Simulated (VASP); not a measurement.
Set up this calculation in VASP 6.6.1, as the native input.

| Quantity | Value |
| --- | --- |
| Task | single point |
| Functional | r2SCAN |
| Potentials or basis | VASP PAW PBE potentials, release 64 (La) |
| Cutoff | 520 eV |
| k mesh | 14 × 14 × 8 |
| Occupations | gaussian, width 0.05 eV |
| Spin | no spin polarisation |
| Dipole correction | no |
| Further INCAR settings | ALGO = Normal; EDIFF = 1e-06; NBANDS = 18 |

La:

```xyz
2
Lattice="3.8137 0.0000 0.0000 -1.9069 3.3028 0.0000 0.0000 0.0000 6.0282" Properties=species:S:1:pos:R:3 pbc="T T T"
La    0.0000    2.2019    4.5211
La    1.9069    1.1009    1.5070
```

The input as run:

POSCAR

```
La
1.0
    3.8137374229      0.0000000000      0.0000000000
   -1.9068687114      3.3027934916      0.0000000000
    0.0000000000      0.0000000000      6.0281598591
La
2
Direct
    0.3333333333      0.6666666667      0.7500000000
    0.6666666667      0.3333333333      0.2500000000
```

INCAR.step1

```
SYSTEM = La
PREC = Accurate ; ENCUT = 520
ISMEAR = 0 ; SIGMA = 0.05
LREAL = .False. ; LASPH = .True.
NELM = 100 ; NBANDS = 18
GGA = PE ; ALGO = Normal
EDIFF = 1E-4 ; LWAVE = .True.
LCHARG = .False.
```

INCAR.step2

```
SYSTEM = La
PREC = Accurate ; ENCUT = 520
EDIFF = 1E-6 ; ISMEAR = 0
SIGMA = 0.05 ; LREAL = .False.
LASPH = .True. ; NELM = 100
ALGO = Normal ; ISIF = 2
LWAVE = .False. ; LCHARG = .False.
METAGGA = R2SCAN ; LMIXTAU = .True.
NBANDS = 18 ; ISTART = 1
```

KPOINTS

```
regular mesh
0
Gamma
  14 14 8
  0 0 0
```

Potentials or basis: VASP PAW PBE potentials, release 64 (La).

Command:

```console
$ cat potpaw_PBE.64/La/POTCAR > POTCAR
$ cp INCAR.step1 INCAR
$ mpirun -np 1 vasp_std > vasp.out
$ cp INCAR.step2 INCAR
$ mpirun -np 1 vasp_std > vasp.out
```

It gave:

```yaml
Pressure: 0.0 GPa
Band_gap_on_the_k_mesh: zero (band 11 reaches 9.11 eV, above the bottom of band 12 at 7.36 eV)
```

Caveat: the PAW data sets were made with another functional, which shifts forces and pressure a little; spin-orbit coupling is left out, which moves the levels of the heavy elements.

Run time: 5.6 min on 1 thread of Intel(R) Xeon(R) 6975P-C (Granite Rapids), with other jobs on the host, peak memory 0.31 GiB.
